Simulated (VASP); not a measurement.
A run of VASP 6.6.1 is set up as follows.

INCAR

```
SYSTEM = Zn2SiN
ALGO = Normal
EDIFF = 1E-6
ENCUT = 600
GGA = PE
GGA_COMPAT = .False.
ISIF = 2
ISMEAR = 0
LASPH = .True.
LCHARG = .False.
LREAL = .False.
LWAVE = .False.
NBANDS = 24
NELM = 120
PREC = Accurate
SIGMA = 0.1
```

The input KPOINTS:

```
k-points
0
Gamma
  6 6 4
  0 0 0
```

The input POSCAR:

```
Zn2SiN
1.0
    2.7894953147      0.0000000000      0.0000000000
   -1.3947476574      2.4157738063      0.0000000000
    0.0000000000      0.0000000000      8.6626601832
Zn Si N
2 1 1
Direct
    0.0000000000      0.0000000000      0.2832211333
    0.0000000000      0.0000000000      0.7167788667
    0.0000000000      0.0000000000      0.0000000000
    0.0000000000      0.0000000000      0.5000000000
```

Potentials or basis: VASP PAW PBE potentials, release 64 (Zn, Si, N).

The run is started by

```sh
$ cat potpaw_PBE.64/Zn/POTCAR potpaw_PBE.64/Si/POTCAR potpaw_PBE.64/N/POTCAR > POTCAR
$ mpirun -np 1 vasp_std > vasp.out
```

(1) Estimate the largest force.

(2) Estimate the pressure.

Answers

(1) 0.071 eV/Å.

(2) 0.4 GPa.

Caveat: the k points lie up to 0.43 Å⁻¹ apart.
